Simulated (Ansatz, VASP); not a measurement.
**One calculation of Hf, two programs**

The input INCAR:

```
ALGO     = Fast           # electronic algorithm
EDIFF    = 1E-6           # SCF threshold, eV
EDIFFG   = -0.01          # ionic threshold
ENCUT    = 600            # plane-wave cutoff, eV
GGA      = PE             # functional
IBRION   = 2              # ionic algorithm
ISIF     = 3              # what is computed and relaxed
ISMEAR   = 0              # smearing method
LASPH    = True           # aspherical terms in the spheres
LCHARG   = False          # write CHGCAR
LREAL    = False          # projectors in reciprocal space
LWAVE    = False          # write WAVECAR
NELM     = 60             # most SCF steps
NSW      = 80             # ionic steps
PREC     = Accurate       # precision mode
SIGMA    = 0.05           # smearing width, eV
```

KPOINTS

```
k-points
0
Gamma
  10 10 12
```

POSCAR

```
Hf
1.0
    4.9623295440      0.0000000000      0.0000000000
   -2.4811647720      4.2975034470      0.0000000000
    0.0000000000      0.0000000000      3.0862322500
Hf
3
Direct
    0.6666666700      0.3333333300      0.5000000000
    0.3333333300      0.6666666700      0.5000000000
    0.0000000000      0.0000000000      0.0000000000
```

Input for Ansatz:

```yaml
crystal:
  lattice:
    - [4.962329544, 0.0, 0.0]
    - [-2.481164772, 4.297503447, 0.0]
    - [0.0, 0.0, 3.08623225]
  atoms:
    - { symbol: Hf, position: [0.66666667, 0.33333333, 0.5] }
    - { symbol: Hf, position: [0.33333333, 0.66666667, 0.5] }
    - { symbol: Hf, position: [0.0, 0.0, 0.0] }
basis:
  ecutwfc: 420
  ecutrho_ratio: 4
kpoints:
  mp_grid: { grid: [10, 10, 12] }
hamiltonian:
  xc: pbe
scf:
  occupations: { method: gaussian, width: 0.05 }
output:
  forces: true
  stress: true
  eigenvalues: true
relax:
  f_tol: 0.01
  max_steps: 60
  cell: { stress_tol: 0.04 }
```

Alike in both runs: task relaxation of cell and atoms; functional PBE; k mesh 10 × 10 × 12; occupations gaussian, width 0.05 eV; no spin polarisation.

```csv
,VASP,Ansatz
version,VASP 6.6.1,Ansatz 0.2.0
potentials or method,"VASP PAW PBE potentials, release 64 (Hf_pv), cutoff 600 eV","scalar-relativistic, plane waves, PAW"
valence electrons in the cell,30,78
```

```tsv
	VASP	Ansatz	Ansatz less VASP
gap on the k mesh at the Fermi level, each at its own relaxed structure (eV)	none	none	-
relaxed volume (Å³/atom)	22.21	22.31	+0.098
relaxed length of the cell vector where the two differ most in proportion (Å)	4.985	4.994	+0.0090
```

A gap of «none» marks a metal or a gap that the smearing closes. VASP's potentials hold 30 valence electrons a cell and Ansatz's 78, so a difference there can come from the potentials and not from the codes.

Spin-orbit coupling is off throughout.
